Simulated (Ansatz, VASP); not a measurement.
## SnSe in VASP and in Ansatz

Contents of INCAR:

```
PREC = Accurate
ENCUT = 600
EDIFF = 1E-6
ISMEAR = -1
SIGMA = 0.05
LREAL = F
LASPH = T
NELM = 60
ALGO = Normal
ISIF = 3
LWAVE = F
LCHARG = F
GGA = RE
IBRION = 2
NSW = 60
EDIFFG = -0.01
```

Contents of KPOINTS:

```
regular mesh
0
Gamma
  3 6 6
```

Contents of POSCAR:

```
SnSe
1.0
   11.4200000000      0.0000000000      0.0000000000
    0.0000000000      4.1900000000      0.0000000000
    0.0000000000      0.0000000000      4.4600000000
Sn Se
4 4
Direct
    0.8770000000      0.7500000000      0.9090000000
    0.6230000000      0.2500000000      0.4090000000
    0.3770000000      0.7500000000      0.5910000000
    0.1230000000      0.2500000000      0.0910000000
    0.6430000000      0.7500000000      0.9840000000
    0.8570000000      0.2500000000      0.4840000000
    0.1430000000      0.7500000000      0.5160000000
    0.3570000000      0.2500000000      0.0160000000
```

The input input.yaml:

```yaml
crystal:
  lattice:
    - [11.42, 0.0, 0.0]
    - [0.0, 4.19, 0.0]
    - [0.0, 0.0, 4.46]
  atoms:
    - { symbol: Sn, position: [0.877, 0.75, 0.909] }
    - { symbol: Sn, position: [0.623, 0.25, 0.409] }
    - { symbol: Sn, position: [0.377, 0.75, 0.591] }
    - { symbol: Sn, position: [0.123, 0.25, 0.091] }
    - { symbol: Se, position: [0.643, 0.75, 0.984] }
    - { symbol: Se, position: [0.857, 0.25, 0.484] }
    - { symbol: Se, position: [0.143, 0.75, 0.516] }
    - { symbol: Se, position: [0.357, 0.25, 0.016] }
hamiltonian:
  xc: revpbe
  pseudopotentials: { kind: paw }
kpoints:
  mp_grid: { grid: [3, 6, 6] }
scf:
  occupations: { method: fermi_dirac, width: 0.05 }
output:
  forces: true
  stress: true
relax:
  f_tol: 0.01
  max_steps: 40
  cell: { stress_tol: 0.05 }
```

Alike in both runs: task relaxation of cell and atoms; functional revPBE; k mesh 3 × 6 × 6; occupations fermi-dirac, width 0.05 eV; no spin polarisation.

|  | VASP | Ansatz |
| --- | --- | --- |
| version | VASP 6.6.1 | Ansatz 0.2.0 |
| potentials or method | VASP PAW PBE potentials, release 64 (Sn_d, Se) | Ansatz PAW |
| plane-wave cutoff (eV) | 600 | 420 |
| valence electrons in the cell | 80 | 120 |

Ansatz gave:

| Item | Value |
| --- | --- |
| relaxed volume (Å³/atom) | 30.09 |
| relaxed length of the cell vector where the two differ most in proportion (Å) | 4.706 |

Q: Which values does VASP return?

A: Relaxed volume (Å³/atom): 30.05; relaxed length of the cell vector where the two differ most in proportion (Å): 4.722.

VASP's potentials were made for PBE, not for revPBE. VASP's potentials hold 80 valence electrons a cell and Ansatz's 120, so a difference there can come from the potentials and not from the codes.

Noted on Ansatz's run: odd divisions of the mesh miss points on the zone boundary, where band edges often lie, so the gap on the mesh can be too wide; the plane-wave basis is chosen anew once the cell has moved, so the energies of steps on either side of that aren't comparable.
